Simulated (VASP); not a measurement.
Here is a VASP 6.6.1 calculation.

Contents of INCAR:

```
SYSTEM = Ir
PREC     = Accurate       ! precision mode
ENCUT    = 520            ! plane-wave cutoff, eV
EDIFF    = 1E-6           ! SCF threshold, eV
ISMEAR   = 1              ! smearing method
SIGMA    = 0.05           ! smearing width, eV
LREAL    = .False.        ! projectors in reciprocal space
LASPH    = .True.         ! aspherical terms in the spheres
NELM     = 100            ! most SCF steps
ALGO     = Normal         ! electronic algorithm
ISIF     = 2              ! what is computed and relaxed
LWAVE    = .False.        ! write WAVECAR
LCHARG   = .False.        ! write CHGCAR
GGA      = PS             ! functional
NBANDS   = 16             ! bands
```

File KPOINTS:

```
Automatic mesh
0
Gamma
  12 12 7
  0 0 0
```

Contents of POSCAR:

```
Ir
1.0
    2.7513780000      0.0000000000      0.0000000000
   -1.3756890000      2.3827630000      0.0000000000
    0.0000000000      0.0000000000      4.4622900000
Ir
2
Direct
    0.6666666667      0.3333333333      0.7500000000
    0.3333333333      0.6666666667      0.2500000000
```

Potentials or basis: VASP PAW PBE potentials, release 64 (Ir).

Run with:

```bash
$ cat potpaw_PBE.64/Ir/POTCAR > POTCAR
$ mpirun -np 1 vasp_std > vasp.out
```

(1) What does it give for the pressure?

(2) What does it give for the band gap on the k mesh?

Results:

(1) -12.0 GPa.

(2) zero (band 9 reaches 10.71 eV, above the bottom of band 10 at 7.54 eV).

Caveat: the PAW data sets were made with another functional, which shifts forces and pressure a little; spin-orbit coupling is left out, which moves the levels of the heavy elements.
